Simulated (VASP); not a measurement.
# Rh in VASP: a series of runs, part 2 of 2

VASP 6.6.1. Earlier steps stand in the parts before.

## Step 4: Single point, PBE

This run uses another cell than the first one, of 14.30 Å³/atom, 1.176 times its volume.

INCAR reads:

```
SYSTEM = Rh
PREC = Accurate ; ENCUT = 520
EDIFF = 1E-6 ; ISMEAR = 0
SIGMA = 0.05 ; LREAL = .False.
LASPH = .True. ; NELM = 100
ALGO = Normal ; ISIF = 2
LWAVE = .False. ; LCHARG = .False.
GGA = PE ; NBANDS = 22
```

KPOINTS reads:

```
Automatic mesh
0
Gamma
  15 15 8
  0 0 0
```

POSCAR reads:

```
Rh
1.0
    2.7309790422      0.0000000000      0.0000000000
   -1.3654895211      2.3650972278      0.0000000000
    0.0000000000      0.0000000000      4.4284890000
Rh
2
Direct
    0.6666666700      0.3333333300      0.7612905327
    0.3333333300      0.6666666700      0.2500000000
```

Potentials or basis: VASP PAW PBE potentials, release 64 (Rh_pv).

Command:

```bash
cat potpaw_PBE.64/Rh_pv/POTCAR > POTCAR
mpirun -np 1 vasp_std > vasp.out
```

OUTCAR:

```text
SYSTEM = Rh
   PREC = Accurate
   ENCUT = 520
   EDIFF = 1E-6
   ISMEAR = 0
   LREAL = .False.
   LASPH = .True.
   NELM = 100
   ISIF = 2
   GGA = PE

 ion  position               nearest neighbor table
   1  0.667  0.333  0.761-   2 2.68   2 2.68   2 2.68   2 2.76   2 2.76   2 2.76
   2  0.333  0.667  0.250-   1 2.68   1 2.68   1 2.68   1 2.76   1 2.76   1 2.76

  LATTYP: Found a hexagonal cell.
 ALAT       =     2.7309790422
 C/A-ratio  =     1.6215756077

  Lattice vectors:

 A1 = (   2.7309790422,   0.0000000000,   0.0000000000)
 A2 = (  -1.3654895211,   2.3650972278,   0.0000000000)
 A3 = (   0.0000000000,   0.0000000000,   4.4284890000)

Analysis of symmetry for initial positions (statically):
=====================================================================
 Subroutine PRICEL returns:
 Original cell was already a primitive cell.

 Routine SETGRP: Setting up the symmetry group for a
 hexagonal supercell.

 Subroutine GETGRP returns: Found 12 space group operations
 (whereof  6 operations were pure point group operations)
 out of a pool of 24 trial point group operations.

The static configuration has the point symmetry C_3v.
 The point group associated with its full space group is D_3d.

Analysis of symmetry for dynamics (positions and initial velocities):
=====================================================================
 Subroutine PRICEL returns:
 Original cell was already a primitive cell.

 Routine SETGRP: Setting up the symmetry group for a
 hexagonal supercell.

 Subroutine GETGRP returns: Found 12 space group operations
 (whereof  6 operations were pure point group operations)
 out of a pool of 24 trial point group operations.

The dynamic configuration has the point symmetry C_3v.
 The point group associated with its full space group is D_3d.

 Subroutine INISYM returns: Found 12 space group operations
 (whereof  6 operations are pure point group operations),
[... 104 lines left out ...]
   POTIM  = 0.5000    time-step for ionic-motion
   TEBEG  =    0.0;   TEEND  =   0.0 temperature during run
   PSTRESS=    0.0 pullay stress
   NELECT =      30.0000    total number of electrons
   NUPDOWN=      -1.0000    fix difference up-down
   EMIN   =  10.00;   EMAX   =-10.00  energy-range for DOS
   EFERMI =   0.00;   METHOD = LEGACY
   ISMEAR =     0;   SIGMA  =   0.05  broadening in eV -4-tet -1-fermi 0-gaus
   EFERMI_NEDOS =   21; number of points for ismear=-14 and -15
   IALGO  =     38    algorithm
   IMIX   =      4    mixing-type and parameters
     AMIX     =   0.40;   BMIX     =  1.00
     AMIX_MAG =   1.60;   BMIX_MAG =  1.00
  volume/ion in A,a.u.               =      14.30        96.51
  Fermi-wavevector in a.u.,A,eV,Ry     =   1.663314  3.143208 37.642066  2.766614
  Thomas-Fermi vector in A             =   2.750053
   LORBIT       =      0    0 simple, 1 ext, 2 COOP (PROOUT), +10 PAW based schemes
   GGA     = PE    functional components
   LHFCALC =     F    Hartree Fock is set to
   AEXX    =    0.0000 exact exchange contribution
   IVDW    =     0    specifies the selected vdW correction
   LEPSILON=     F    determine dielectric tensor
   LRPA    =     F    only Hartree local field effects (RPA)
 non-spin polarized calculation
 Gauss-broadening in eV      SIGMA  =   0.05
  energy-cutoff  :      520.00
  volume of cell :       28.60
 maximum number of plane-waves:       785
   NGX = 11   NGY = 11   NGZ = 17

 number of electron      30.0000008 magnetization

 Free energy of the ion-electron system (eV)
  ---------------------------------------------------
  ext. energy  EPLUGINS =         0.00000000
  ---------------------------------------------------
  free energy    TOTEN  =       -14.42552519 eV

  energy without entropy =      -14.42112396  energy(sigma->0) =      -14.42332458

 E-fermi :  11.2751     XC(G=0): -13.7760

 val. band max:       11.2716733788   @ k =  -0.0667   0.2667   0.3750
 cond. band min:      11.2767942082   @ k =  -0.2000  -0.4667   0.3750
 fundamental gap:      0.0051208294
 Fermi energy:        11.2751483582

 k-point     1 :       0.0000    0.0000    0.0000
  band No.  band energies     occupation
      1     -35.7703      2.00000
      2     -35.1887      2.00000
      3     -35.1887      2.00000
      4     -35.1159      2.00000
      5     -35.0941      2.00000
      6     -35.0941      2.00000
[... 589 lines left out ...]
     21      23.3568      0.00000
     22      25.3671      0.00000

 [... further k-points ...]
[... 5 lines left out ...]
  --------------------------------------------------------------------------------------
  -------------------------------------------------------------------------------------
  Total       -0.4619979     -0.4619979     -0.7980262      0.0000000      0.0000000      0.0000000
  in kB      -25.8778195    -25.8778195    -44.6997213      0.0000000      0.0000000      0.0000000
  external PRESSURE =     -32.1517868 kB  Pullay stress =       0.0000000 kB

 VOLUME and BASIS-vectors are now :
 -----------------------------------------------------------------------------
  energy-cutoff  :      520.00
  volume of cell :       28.60
      direct lattice vectors                 reciprocal lattice vectors
     2.730979042  0.000000000  0.000000000     0.366169049  0.211407799  0.000000000
    -1.365489521  2.365097228  0.000000000     0.000000000  0.422815599  0.000000000
     0.000000000  0.000000000  4.428489000     0.000000000  0.000000000  0.225810655

 POSITION                                       TOTAL-FORCE (eV/Angst)
 -----------------------------------------------------------------------------------
      1.36549      0.78837      3.37137         0.000000     -0.000000     -0.450852
     -0.00000      1.57673      1.10712        -0.000000      0.000000      0.450852
 -----------------------------------------------------------------------------------
    total drift:                                0.000000     -0.000000     -0.000021

  FREE ENERGIE OF THE ION-ELECTRON SYSTEM (eV)
  ---------------------------------------------------
  free  energy   TOTEN  =       -14.4255251944 eV

  energy  without entropy=      -14.4211239602  energy(sigma->0) =      -14.42332458
```

OSZICAR:

```text
N       E                     dE             d eps       ncg     rms          rms(c)
DAV:   1     0.325468634916E+03    0.32547E+03   -0.19034E+04  8456   0.158E+03
DAV:   2    -0.831509187320E+01   -0.33378E+03   -0.32209E+03  8748   0.471E+02
DAV:   3    -0.153622769751E+02   -0.70472E+01   -0.70088E+01  9912   0.771E+01
DAV:   4    -0.154097138643E+02   -0.47437E-01   -0.47431E-01  9420   0.639E+00
DAV:   5    -0.154104660038E+02   -0.75214E-03   -0.75214E-03  9954   0.832E-01    0.132E+01
DAV:   6    -0.144589559805E+02    0.95151E+00   -0.22651E+00  9342   0.160E+01    0.448E+00
DAV:   7    -0.144313267012E+02    0.27629E-01   -0.41396E-02  9786   0.178E+00    0.213E+00
DAV:   8    -0.144258565498E+02    0.54702E-02   -0.78776E-03  8928   0.100E+00    0.313E-01
DAV:   9    -0.144255129708E+02    0.34358E-03   -0.35689E-04  9864   0.219E-01    0.322E-02
DAV:  10    -0.144255276600E+02   -0.14689E-04   -0.80891E-06  9612   0.278E-02    0.917E-03
DAV:  11    -0.144255258129E+02    0.18471E-05   -0.80210E-07  6696   0.886E-03    0.141E-03
DAV:  12    -0.144255251944E+02    0.61847E-06   -0.12691E-07  4692   0.426E-03
   1 F= -.14425525E+02 E0= -.14423325E+02  d E =-.440123E-02
```

Run time: 52 s. Hardware: 1 thread of Intel Xeon Platinum 8488C (Sapphire Rapids), shared host; peak memory 0.21 GiB.

What came out:

| Item | Value |
| --- | --- |
| Free energy | -14.4255 eV |
| Pressure | -3.2 GPa |
| Largest force | 0.451 eV/Å |
| Band gap on the k mesh | zero (band 15 reaches 11.84 eV, above the bottom of band 16 at 9.76 eV) |

Forces on the atoms (eV/Å):
```
Rh   0.000  0.000 -0.451
Rh   0.000  0.000  0.451
```

Levels at points of the mesh, in eV from the Fermi level:
| k point | band 12 | band 13 | band 14 | band 15 | band 16 | band 17 | band 18 | band 19 |
| --- | --- | --- | --- | --- | --- | --- | --- | --- |
| (0.00, 0.00, 0.00) | -2.38 | -2.38 | -1.76 | -1.76 | 0.14 | 0.14 | 0.76 | 8.19 |
| (0.00, 0.00, 0.50) | -2.95 | -2.95 | -2.91 | -0.49 | -0.49 | -0.33 | -0.33 | 14.23 |
